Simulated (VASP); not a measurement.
# Sc in VASP: single point with LDA

Aim: the single point of Sc with LDA.

All numbers are computed with VASP 6.6.1; they aren't measurements. Logs are shortened: lines on timing, memory, paths and dates and some standing lists are left out, and cuts for length are marked.

## 1. The cell of the first run

The cell holds a slab with vacuum, 4 atoms: a = 3.230 Å, b = 4.985 Å, c = 17.729 Å, α = 90.00°, β = 90.00°, γ = 90.00°.

## 2. Single point, LDA

INCAR reads:

```
PREC     = Accurate       # precision mode
ENCUT    = 520            # plane-wave cutoff, eV
EDIFF    = 1E-7           # SCF threshold, eV
ISMEAR   = 0              # smearing method
SIGMA    = 0.1            # smearing width, eV
LREAL    = F              # projectors in reciprocal space
LASPH    = T              # aspherical terms in the spheres
NELM     = 60             # most SCF steps
ALGO     = Normal         # electronic algorithm
ISIF     = 2              # what is computed and relaxed
LWAVE    = F              # write WAVECAR
LCHARG   = F              # write CHGCAR
LDIPOL   = T            
IDIPOL   = 3            
DIPOL    = 0.5 0.5 0.493
GGA      = CA             # functional
NBANDS   = 30             # bands
```

KPOINTS reads:

```
regular mesh
0
Gamma
  9 6 1
```

POSCAR reads:

```
Sc
1.0
    3.2295844583      0.0000000000      0.0000000000
    0.0000000000      4.9849552023      0.0000000000
    0.0000000000      0.0000000000     17.7292029127
Sc
4
Direct
    0.0000000000      0.7500000000      0.3948288050
    0.5000000000      0.2500000000      0.4474144025
    0.5000000000      0.7500000000      0.5374665658
    0.0000000000      0.2500000000      0.5937378459
```

Potentials or basis: VASP PAW LDA potentials, release 64 (Sc_sv).

Launch:

```
$ cat potpaw_LDA.64/Sc_sv/POTCAR > POTCAR
$ mpirun -np 1 vasp_std > vasp.out
```

OUTCAR:

```text
PREC = Accurate
   ENCUT = 520
   EDIFF = 1E-7
   ISMEAR = 0
   LREAL = F
   LASPH = T
   NELM = 60
   ISIF = 2
   GGA = CA

 ion  position               nearest neighbor table
   1  0.000  0.750  0.395-   3 3.00   3 3.00   2 3.11   2 3.11   2 3.11   2 3.11
   2  0.500  0.250  0.447-   3 2.96   3 2.96   4 3.06   4 3.06   1 3.11   1 3.11   1 3.11   1 3.11

   3  0.500  0.750  0.537-   2 2.96   2 2.96   1 3.00   1 3.00   4 3.13   4 3.13   4 3.13   4 3.13

   4  0.000  0.250  0.594-   2 3.06   2 3.06   3 3.13   3 3.13   3 3.13   3 3.13

  LATTYP: Found a simple orthorhombic cell.
 ALAT       =     3.2295844583
 B/A-ratio  =     1.5435283600
 C/A-ratio  =     5.4896235542

  Lattice vectors:

 A1 = (   3.2295844583,   0.0000000000,   0.0000000000)
 A2 = (   0.0000000000,   4.9849552023,   0.0000000000)
 A3 = (   0.0000000000,   0.0000000000,  17.7292029127)

Analysis of symmetry for initial positions (statically):
=====================================================================
 Subroutine PRICEL returns:
 Original cell was already a primitive cell.

 Routine SETGRP: Setting up the symmetry group for a
 simple orthorhombic supercell.

 Subroutine GETGRP returns: Found  4 space group operations
 (whereof  2 operations were pure point group operations)
 out of a pool of  8 trial point group operations.

The static configuration has the point symmetry C_1h.
 The point group associated with its full space group is C_2v.

Analysis of symmetry for dynamics (positions and initial velocities):
=====================================================================
 Subroutine PRICEL returns:
 Original cell was already a primitive cell.

 Routine SETGRP: Setting up the symmetry group for a
 simple orthorhombic supercell.

 Subroutine GETGRP returns: Found  4 space group operations
 (whereof  2 operations were pure point group operations)
 out of a pool of  8 trial point group operations.

The dynamic configuration has the point symmetry C_1h.
 The point group associated with its full space group is C_2v.

 Subroutine INISYM returns: Found  4 space group operations
 (whereof  2 operations are pure point group operations),
 and found     1 'primitive' translations

[... 96 lines left out ...]
   NSW    =      0    number of steps for IOM
   IBRION =     -1    ionic relax: 0-MD 1-quasi-New 2-CG
   NFREE  =      0    steps in history (QN), initial steepest desc. (CG)
   ISIF   =      2    stress and relaxation
   ISYM   =      2    0-nonsym 1-usesym 2-fastsym
   POTIM  = 0.5000    time-step for ionic-motion
   TEBEG  =    0.0;   TEEND  =   0.0 temperature during run
   PSTRESS=    0.0 pullay stress
   NELECT =      44.0000    total number of electrons
   NUPDOWN=      -1.0000    fix difference up-down
   EMIN   =  10.00;   EMAX   =-10.00  energy-range for DOS
   EFERMI =   0.00;   METHOD = LEGACY
   ISMEAR =     0;   SIGMA  =   0.10  broadening in eV -4-tet -1-fermi 0-gaus
   EFERMI_NEDOS =   21; number of points for ismear=-14 and -15
   IALGO  =     38    algorithm
   IMIX   =      4    mixing-type and parameters
     AMIX     =   0.40;   BMIX     =  1.00
     AMIX_MAG =   1.60;   BMIX_MAG =  1.00
  volume/ion in A,a.u.               =      71.36       481.54
  Fermi-wavevector in a.u.,A,eV,Ry     =   0.877796  1.658793 10.483628  0.770525
  Thomas-Fermi vector in A             =   1.997793
   LORBIT       =      0    0 simple, 1 ext, 2 COOP (PROOUT), +10 PAW based schemes
   GGA     = CA    functional components
   LHFCALC =     F    Hartree Fock is set to
   AEXX    =    0.0000 exact exchange contribution
   IVDW    =     0    specifies the selected vdW correction
   LEPSILON=     F    determine dielectric tensor
   LRPA    =     F    only Hartree local field effects (RPA)
 non-spin polarized calculation
 Gauss-broadening in eV      SIGMA  =   0.10
  energy-cutoff  :      520.00
  volume of cell :      285.43
 maximum number of plane-waves:      7720
   NGX = 13   NGY = 19   NGZ = 65

 dipolmoment           0.000000      0.000000      0.119179 electrons x Angstroem

 number of electron      44.0000004 magnetization

 dipolmoment           0.000000      0.000000     -0.002247 electrons x Angstroem

 Free energy of the ion-electron system (eV)
  ---------------------------------------------------
  ext. energy  EPLUGINS =         0.00000000
  ---------------------------------------------------
  free energy    TOTEN  =       -24.26814041 eV

  energy without entropy =      -24.23846544  energy(sigma->0) =      -24.25330292

 E-fermi :  -1.0988     XC(G=0):  -4.4456

 val. band max:       -1.1328696330   @ k =   0.4444   0.5000   0.0000
 cond. band min:      -1.0957754145   @ k =   0.4444   0.5000   0.0000
 fundamental gap:      0.0370942185
 Fermi energy:        -1.0988201836

 k-point     1 :       0.0000    0.0000    0.0000
  band No.  band energies     occupation
      1     -50.1676      2.00000
      2     -50.1001      2.00000
      3     -49.5928      2.00000
      4     -49.5273      2.00000
      5     -29.2510      2.00000
      6     -29.2386      2.00000
[... 649 lines left out ...]
     29       0.6493      0.00000
     30       0.6864      0.00000

------------------------ aborting loop because EDIFF is reached ----------------------------------------

 vacuum level on the upper side and lower side of the slab       (xc-potential included)        -0.233        -0.205

  FORCE on cell =-STRESS in cart. coord.  units (eV):
  Direction    XX          YY          ZZ          XY          YZ          ZX
  --------------------------------------------------------------------------------------
  -------------------------------------------------------------------------------------
  Total       -0.2717979     -1.7418394      0.2790533      0.0000000      0.0000000      0.0000000
  in kB       -1.5256663     -9.7773592      1.5663927      0.0000000      0.0000000      0.0000000
  external PRESSURE =      -3.2455443 kB  Pullay stress =       0.0000000 kB

 VOLUME and BASIS-vectors are now :
 -----------------------------------------------------------------------------
  energy-cutoff  :      520.00
  volume of cell :      285.43
      direct lattice vectors                 reciprocal lattice vectors
     3.229584458  0.000000000  0.000000000     0.309637358  0.000000000  0.000000000
     0.000000000  4.984955202  0.000000000     0.000000000  0.200603608  0.000000000
     0.000000000  0.000000000 17.729202913     0.000000000  0.000000000  0.056404115

 POSITION                                       TOTAL-FORCE (eV/Angst)
 -----------------------------------------------------------------------------------
      0.00000      3.73872      7.00000         0.000000      0.000000     -0.282197
      1.61479      1.24624      7.93230         0.000000      0.000000      0.255877
      1.61479      3.73872      9.52885         0.000000      0.000000      0.018544
      0.00000      1.24624     10.52650         0.000000      0.000000      0.007777
 -----------------------------------------------------------------------------------
    total drift:                                0.000000      0.000000     -0.000525

  FREE ENERGIE OF THE ION-ELECTRON SYSTEM (eV)
  ---------------------------------------------------
  free  energy   TOTEN  =       -24.2681404090 eV

  energy  without entropy=      -24.2384654398  energy(sigma->0) =      -24.25330292

 vacuum level on the upper side and lower side of the slab         2.360         2.390
```

OSZICAR:

```text
N       E                     dE             d eps       ncg     rms          rms(c)
DAV:   1     0.952688903667E+03    0.95269E+03   -0.18531E+04  1392   0.125E+03
DAV:   2     0.406108832080E+02   -0.91208E+03   -0.89577E+03  1856   0.644E+02
DAV:   3    -0.256163049139E+02   -0.66227E+02   -0.63722E+02  2016   0.275E+02
[... 16 lines left out ...]
DAV:  20    -0.242680784508E+02   -0.15882E-03   -0.20086E-05  1450   0.179E-02    0.205E-03
DAV:  21    -0.242681191612E+02   -0.40710E-04   -0.47420E-06  1328   0.100E-02    0.113E-03
DAV:  22    -0.242681339801E+02   -0.14819E-04   -0.11363E-06  1162   0.497E-03    0.588E-04
DAV:  23    -0.242681396176E+02   -0.56375E-05   -0.60576E-07  1086   0.244E-03    0.319E-04
DAV:  24    -0.242681403357E+02   -0.71805E-06   -0.10489E-07  1160   0.200E-03    0.154E-04
DAV:  25    -0.242681404090E+02   -0.73309E-07   -0.10716E-08   994   0.106E-03
   1 F= -.24268140E+02 E0= -.24253303E+02  d E =-.296750E-01
```

stdout:

```text
POSCAR found type information on POSCAR Sc
 POSCAR found :  1 types and       4 ions
 scaLAPACK will be used
 LDA part: xc-table for (Slater(with rela. corr.)+CA(PZ))
 , standard interpolation
 POSCAR, INCAR and KPOINTS ok, starting setup
 FFT: planning ... GRIDC
 FFT: planning ... GRID_SOFT
 FFT: planning ... GRID
 WAVECAR not read
 entering main loop
```

Run time: 5.1 min. Hardware: 1 thread of Intel Xeon Platinum 8259CL at 2.50GHz (Skylake/Cascade Lake), shared host; peak memory 0.34 GiB.

What came out:

* Free energy: -24.2681 eV
* Largest force: 0.282 eV/Å
* Band gap on the k mesh: zero (bands 22 and 23 overlap by 0.25 eV)

Forces in eV/Å, atoms in the order of the input:
```
Sc   0.000  0.000 -0.282
Sc   0.000  0.000  0.256
Sc   0.000  0.000  0.019
Sc   0.000  0.000  0.008
```
